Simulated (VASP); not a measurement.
# K3SbI (Pm-3m) in VASP: a series of runs

The runs below take K3SbI through single point, relaxation of cell and atoms, with PBE.

All numbers are computed with VASP 6.6.1; they aren't measurements. Logs are shortened: lines on timing, memory, paths and dates and some standing lists are left out, and cuts for length are marked.

### 1 The cell of the first run

Symmetry: Pm-3m, No. 221, cubic system. The conventional cell has a = 6.658 Å, b = 6.658 Å, c = 6.658 Å, α = 90.00°, β = 90.00°, γ = 90.00°. K (site symmetry 4/mmm) has 2 Sb at 3.33 Å within 4.4 Å. Within 4.4 Å of Sb (site symmetry m-3m) lie 6 K at 3.33 Å.

### 2 Single point, PBE

File INCAR:

```
SYSTEM = K3SbI
  PREC = Accurate
  ENCUT = 520
  EDIFF = 1E-6
  ISMEAR = 0
  SIGMA = 0.1
  LREAL = .FALSE.
  LASPH = .TRUE.
  NELM = 100
  ALGO = Normal
  ISIF = 2
  LWAVE = .FALSE.
  LCHARG = .FALSE.
  GGA = PE
  NBANDS = 28
```

File KPOINTS:

```
regular mesh
0
G
  6 6 6
  0 0 0
```

File POSCAR:

```
K3SbI
1.0
    6.6578514225      0.0000000000      0.0000000000
    0.0000000000      6.6578514225      0.0000000000
    0.0000000000      0.0000000000      6.6578514225
K Sb I
3 1 1
Direct
    0.5000000000      0.5000000000      0.0000000000
    0.0000000000      0.5000000000      0.5000000000
    0.5000000000      0.0000000000      0.5000000000
    0.5000000000      0.5000000000      0.5000000000
    0.0000000000      0.0000000000      0.0000000000
```

Potentials or basis: VASP PAW PBE potentials, release 64 (K_sv, Sb, I).

On the command line:

```console
cat potpaw_PBE.64/K_sv/POTCAR potpaw_PBE.64/Sb/POTCAR potpaw_PBE.64/I/POTCAR > POTCAR
mpirun -np 1 vasp_std > vasp.out
```

OUTCAR:

```text
SYSTEM = K3SbI
   PREC = Accurate
   ENCUT = 520
   EDIFF = 1E-6
   ISMEAR = 0
   LREAL = .FALSE.
   LASPH = .TRUE.
   NELM = 100
   ISIF = 2
   GGA = PE

 ion  position               nearest neighbor table
   1  0.500  0.500  0.000-   4 3.33   4 3.33
   2  0.000  0.500  0.500-   4 3.33   4 3.33
   3  0.500  0.000  0.500-   4 3.33   4 3.33
   4  0.500  0.500  0.500-   1 3.33   2 3.33   3 3.33   1 3.33   3 3.33   2 3.33
   5  0.000  0.000  0.000-

  LATTYP: Found a simple cubic cell.
 ALAT       =     6.6578514225

  Lattice vectors:

 A1 = (   6.6578514225,   0.0000000000,   0.0000000000)
 A2 = (   0.0000000000,   6.6578514225,   0.0000000000)
 A3 = (   0.0000000000,   0.0000000000,   6.6578514225)

Analysis of symmetry for initial positions (statically):
=====================================================================
 Subroutine PRICEL returns:
 Original cell was already a primitive cell.

 Routine SETGRP: Setting up the symmetry group for a
 simple cubic supercell.

 Subroutine GETGRP returns: Found 48 space group operations
 (whereof 48 operations were pure point group operations)
 out of a pool of 48 trial point group operations.

The static configuration has the point symmetry O_h .

Analysis of symmetry for dynamics (positions and initial velocities):
=====================================================================
 Subroutine PRICEL returns:
 Original cell was already a primitive cell.

 Routine SETGRP: Setting up the symmetry group for a
 simple cubic supercell.

 Subroutine GETGRP returns: Found 48 space group operations
 (whereof 48 operations were pure point group operations)
 out of a pool of 48 trial point group operations.

The dynamic configuration has the point symmetry O_h .

 Subroutine INISYM returns: Found 48 space group operations
 (whereof 48 operations are pure point group operations),
 and found     1 'primitive' translations

----------------------------------------------------------------------------------------

                                     Primitive cell

  volume of cell :     295.1225

  direct lattice vectors                    reciprocal lattice vectors
     6.657851423  0.000000000  0.000000000     0.150198606  0.000000000  0.000000000
     0.000000000  6.657851423  0.000000000     0.000000000  0.150198606  0.000000000
     0.000000000  0.000000000  6.657851423     0.000000000  0.000000000  0.150198606

  length of vectors
     6.657851423  6.657851423  6.657851423     0.150198606  0.150198606  0.150198606

  position of ions in fractional coordinates (direct lattice)
     0.500000000  0.500000000  0.000000000
     0.000000000  0.500000000  0.500000000
     0.500000000  0.000000000  0.500000000
     0.500000000  0.500000000  0.500000000
     0.000000000  0.000000000  0.000000000

  ion indices of the primitive-cell ions
   primitive index   ion index
                 1           1
                 2           2
                 3           3
                 4           4
                 5           5

----------------------------------------------------------------------------------------

 KPOINTS: regular mesh

Automatic generation of k-mesh.
 Grid dimensions read from file:
 generate k-points for:    6    6    6

 Generating k-lattice:

  Cartesian coordinates                     Fractional coordinates (reciprocal lattice)
     0.025033101  0.000000000  0.000000000     0.166666667  0.000000000  0.000000000
     0.000000000  0.025033101  0.000000000     0.000000000  0.166666667  0.000000000
     0.000000000  0.000000000  0.025033101     0.000000000  0.000000000  0.166666667

  Length of vectors
     0.025033101  0.025033101  0.025033101

  Shift w.r.t. Gamma in fractional coordinates (k-lattice)
     0.000000000  0.000000000  0.000000000

 Subroutine IBZKPT returns following result:
 ===========================================

 Found     20 irreducible k-points:

 Following reciprocal coordinates:
            Coordinates               Weight
  0.000000  0.000000  0.000000      1.000000
  0.166667  0.000000  0.000000      6.000000
  0.333333  0.000000  0.000000      6.000000
  0.500000  0.000000  0.000000      3.000000
  0.166667  0.166667  0.000000     12.000000
  0.333333  0.166667  0.000000     24.000000
[... 12 lines left out ...]
  0.500000  0.500000  0.333333      6.000000
  0.500000  0.500000  0.500000      1.000000
   k-points           NKPTS =     20   k-points in BZ     NKDIM =     20   number of bands    NBANDS=     28
   number of dos      NEDOS =    301   number of ions     NIONS =      5
   total plane-waves  NPLWV = 125000
   dimension x,y,z NGX =    50 NGY =   50 NGZ =   50
   dimension x,y,z NGXF=   100 NGYF=  100 NGZF=  100
   ions per type =               3   1   1
   NGX,Y,Z   is equivalent  to a cutoff of  12.48, 12.48, 12.48 a.u.
   NGXF,Y,Z  is equivalent  to a cutoff of  24.97, 24.97, 24.97 a.u.
 SYSTEM =  K3SbI
   PREC   = accura    normal or accurate (medium, high low for compatibility)
   ISTART =      0    job   : 0-new  1-cont  2-samecut
   ICHARG =      2    charge: 1-file 2-atom 10-const
   ISPIN  =      1    spin polarized calculation?
   LNONCOLLINEAR =      F non collinear calculations
   LSORBIT =      F    spin-orbit coupling
   LASPH  =      T    aspherical Exc in radial PAW
   ENCUT  =  520.0 eV  38.22 Ry    6.18 a.u.  12.38 12.38 12.38*2*pi/ulx,y,z
   NELM   =    100;   NELMIN=  2; NELMDL= -5     # of ELM steps
   EDIFF  = 0.1E-05   stopping-criterion for ELM
   LREAL  =      F    real-space projection
   EDIFFG = 0.1E-04   stopping-criterion for IOM
   NSW    =      0    number of steps for IOM
   IBRION =     -1    ionic relax: 0-MD 1-quasi-New 2-CG
   NFREE  =      0    steps in history (QN), initial steepest desc. (CG)
   ISIF   =      2    stress and relaxation
   ISYM   =      2    0-nonsym 1-usesym 2-fastsym
   POTIM  = 0.5000    time-step for ionic-motion
   TEBEG  =    0.0;   TEEND  =   0.0 temperature during run
   PSTRESS=    0.0 pullay stress
   NELECT =      39.0000    total number of electrons
   NUPDOWN=      -1.0000    fix difference up-down
   EMIN   =  10.00;   EMAX   =-10.00  energy-range for DOS
   EFERMI =   0.00;   METHOD = LEGACY
   ISMEAR =     0;   SIGMA  =   0.10  broadening in eV -4-tet -1-fermi 0-gaus
   EFERMI_NEDOS =   21; number of points for ismear=-14 and -15
   IALGO  =     38    algorithm
   IMIX   =      4    mixing-type and parameters
     AMIX     =   0.40;   BMIX     =  1.00
     AMIX_MAG =   1.60;   BMIX_MAG =  1.00
  volume/ion in A,a.u.               =      59.02       398.32
  Fermi-wavevector in a.u.,A,eV,Ry     =   0.833865  1.575776  9.460544  0.695330
  Thomas-Fermi vector in A             =   1.947160
   LORBIT       =      0    0 simple, 1 ext, 2 COOP (PROOUT), +10 PAW based schemes
   GGA     = PE    functional components
   LHFCALC =     F    Hartree Fock is set to
   AEXX    =    0.0000 exact exchange contribution
   IVDW    =     0    specifies the selected vdW correction
   LEPSILON=     F    determine dielectric tensor
   LRPA    =     F    only Hartree local field effects (RPA)
 non-spin polarized calculation
 Gauss-broadening in eV      SIGMA  =   0.10
  energy-cutoff  :      520.00
  volume of cell :      295.12
 maximum number of plane-waves:      8025
 NGX is ok and might be reduce to    50
   NGX = 25   NGY = 25   NGZ = 25

 number of electron      38.9999998 magnetization

 Free energy of the ion-electron system (eV)
  ---------------------------------------------------
  ext. energy  EPLUGINS =         0.00000000
  ---------------------------------------------------
  free energy    TOTEN  =       -11.54479907 eV

  energy without entropy =      -11.50899479  energy(sigma->0) =      -11.52689693

 E-fermi :  -0.2991     XC(G=0):  -6.0120

 val. band max:       -0.3322659077   @ k =   0.1667   0.1667   0.0000
 cond. band min:      -0.2736570877   @ k =   0.5000   0.5000   0.0000
 fundamental gap:      0.0586088200
 Fermi energy:        -0.2991257739

 k-point     1 :       0.0000    0.0000    0.0000
  band No.  band energies     occupation
      1     -30.8312      2.00000
      2     -30.8269      2.00000
      3     -30.8269      2.00000
      4     -14.3641      2.00000
      5     -14.3641      2.00000
      6     -14.3641      2.00000
[... 20 lines left out ...]
     27       5.8210      0.00000
     28       5.8474      0.00000

 k-point     2 :       0.1667    0.0000    0.0000
  band No.  band energies     occupation
      1     -30.8309      2.00000
      2     -30.8271      2.00000
      3     -30.8269      2.00000
      4     -14.3627      2.00000
      5     -14.3627      2.00000
      6     -14.3626      2.00000
[... 20 lines left out ...]
     27       5.2939      0.00000
     28       5.5533      0.00000

 k-point     3 :       0.3333    0.0000    0.0000
  band No.  band energies     occupation
      1     -30.8303      2.00000
      2     -30.8278      2.00000
      3     -30.8269      2.00000
      4     -14.3592      2.00000
      5     -14.3592      2.00000
      6     -14.3591      2.00000
[... 20 lines left out ...]
     27       4.7896      0.00000
     28       4.8562      0.00000

 k-point     4 :       0.5000    0.0000    0.0000
  band No.  band energies     occupation
      1     -30.8298      2.00000
      2     -30.8284      2.00000
      3     -30.8269      2.00000
      4     -14.3570      2.00000
      5     -14.3567      2.00000
      6     -14.3567      2.00000
[... 454 lines left out ...]
     27       4.5836      0.00000
     28       5.0343      0.00000

 k-point    19 :       0.5000    0.5000    0.3333
  band No.  band energies     occupation
      1     -30.8283      2.00000
      2     -30.8283      2.00000
      3     -30.8283      2.00000
      4     -14.3710      2.00000
      5     -14.3684      2.00000
      6     -14.3684      2.00000
[... 20 lines left out ...]
     27       4.3430      0.00000
     28       5.2788      0.00000

 k-point    20 :       0.5000    0.5000    0.5000
  band No.  band energies     occupation
      1     -30.8283      2.00000
      2     -30.8283      2.00000
      3     -30.8283      2.00000
      4     -14.3743      2.00000
      5     -14.3709      2.00000
      6     -14.3709      2.00000
[... 20 lines left out ...]
     27       3.8020      0.00000
     28       5.4267      0.00000

------------------------ aborting loop because EDIFF is reached ----------------------------------------

  FORCE on cell =-STRESS in cart. coord.  units (eV):
  Direction    XX          YY          ZZ          XY          YZ          ZX
  --------------------------------------------------------------------------------------
  -------------------------------------------------------------------------------------
  Total        0.0263935      0.0263935      0.0263935      0.0000000     -0.0000000      0.0000000
  in kB        0.1432866      0.1432866      0.1432866      0.0000000     -0.0000000      0.0000000
  external PRESSURE =       0.1432866 kB  Pullay stress =       0.0000000 kB

 VOLUME and BASIS-vectors are now :
 -----------------------------------------------------------------------------
  energy-cutoff  :      520.00
  volume of cell :      295.12
      direct lattice vectors                 reciprocal lattice vectors
     6.657851423  0.000000000  0.000000000     0.150198606  0.000000000  0.000000000
     0.000000000  6.657851423  0.000000000     0.000000000  0.150198606  0.000000000
     0.000000000  0.000000000  6.657851423     0.000000000  0.000000000  0.150198606

 POSITION                                       TOTAL-FORCE (eV/Angst)
 -----------------------------------------------------------------------------------
      3.32893      3.32893      0.00000         0.000000      0.000000      0.000000
      0.00000      3.32893      3.32893         0.000000      0.000000      0.000000
      3.32893      0.00000      3.32893         0.000000      0.000000      0.000000
      3.32893      3.32893      3.32893         0.000000      0.000000      0.000000
      0.00000      0.00000      0.00000         0.000000      0.000000      0.000000
 -----------------------------------------------------------------------------------
    total drift:                                0.000000     -0.000000      0.000000

  FREE ENERGIE OF THE ION-ELECTRON SYSTEM (eV)
  ---------------------------------------------------
  free  energy   TOTEN  =       -11.5447990715 eV

  energy  without entropy=      -11.5089947856  energy(sigma->0) =      -11.52689693
```

Run time: 2 min. Hardware: 1 thread of AMD EPYC 7R13 (Zen 3), shared host; peak memory 0.4 GiB.

What came out:

| Quantity | Value |
| --- | --- |
| Free energy | -11.5448 eV |
| Pressure | 0.0 GPa |

Caveat: spin-orbit coupling is left out, which moves the levels of the heavy elements; an odd number of electrons without spin polarisation forces a metal; a magnetic or distorted state may lie lower.

(Part 1 of 2 ends here.)
